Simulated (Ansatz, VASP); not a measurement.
# SnO in VASP and in Ansatz

```
Sn O
1.0
     3.13179    0.00000    0.00000
     0.00000    3.13179    0.00000
     0.00000    0.00000    3.13179
Sn O
1 1
Direct
  0.50000 0.50000 0.50000
  0.00000 0.00000 0.00000
```

Change from the starting cell: species swapped into the AlFe type (Pm-3m, No. 221).

Alike in both runs: functional PBE; k mesh 18 × 18 × 18; occupations gaussian, width 0.1 eV; no spin polarisation.

Ansatz relaxed the structure, and its values are those at the end. VASP's run is a single point on that final structure, the one shown.

```csv
,VASP,Ansatz
version,VASP 6.6.1,Ansatz 0.2.0
potentials or method,"VASP PAW PBE potentials, release 64 (Sn_d, O), cutoff 520 eV","scalar-relativistic, plane waves, PAW"
valence electrons in the cell,20,20
```

|  | VASP | Ansatz | Ansatz less VASP |
| --- | --- | --- | --- |
| gap on the k mesh at the Fermi level (eV) | none | none | - |
| pressure (GPa) | -0.1 | 0.0 | +0.07 |

A gap of «none» marks a metal or a gap that the smearing closes.
